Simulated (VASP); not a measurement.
## Ru: single point with PBEsol

Crystal: Ru.

```
CELL_PARAMETERS angstrom
2.70580 0.00000 0.00000
-1.35290 2.34329 0.00000
0.00000 0.00000 4.28190
ATOMIC_POSITIONS crystal
Ru 0.66667 0.33333 0.75000
Ru 0.33333 0.66667 0.25000
```

| Quantity | Value |
| --- | --- |
| Program | VASP 6.6.1 |
| Task | single point |
| Functional | PBEsol |
| Potentials or basis | VASP PAW PBE potentials, release 64 (Ru_pv) |
| Cutoff | 520 eV |
| k mesh | 11 × 11 × 6 |
| Occupations | fermi-dirac, width 0.05 eV |
| Spin | no spin polarisation |
| Dipole correction | no |
| Further INCAR settings | ALGO = Normal; EDIFF = 1e-06; NBANDS = 21 |

```
Pressure               : -6.3 GPa
Band gap on the k mesh : zero (band 14 reaches 14.20 eV, above the bottom of band 15 at 11.13 eV)
```

Stress tensor (GPa, compression positive):
```
-6.08  0.00  0.00
 0.00 -6.08  0.00
 0.00  0.00 -6.61
```

Levels at points of the mesh, in eV from the Fermi level:
| k point | band 11 | band 12 | band 13 | band 14 | band 15 | band 16 | band 17 | band 18 |
| --- | --- | --- | --- | --- | --- | --- | --- | --- |
| (0.00, 0.00, 0.00) | -2.36 | -1.85 | -1.85 | -1.32 | -1.32 | 1.26 | 1.26 | 1.31 |
| (0.00, 0.00, 0.50) | -2.70 | -2.70 | -2.67 | -2.67 | 0.62 | 0.62 | 0.62 | 0.62 |

It took 11 s on 1 thread of Intel(R) Xeon(R) 6975P-C (Granite Rapids) (shared host), peak memory 0.15 GiB.

Caveat: the PAW data sets were made with another functional, which shifts forces and pressure a little.
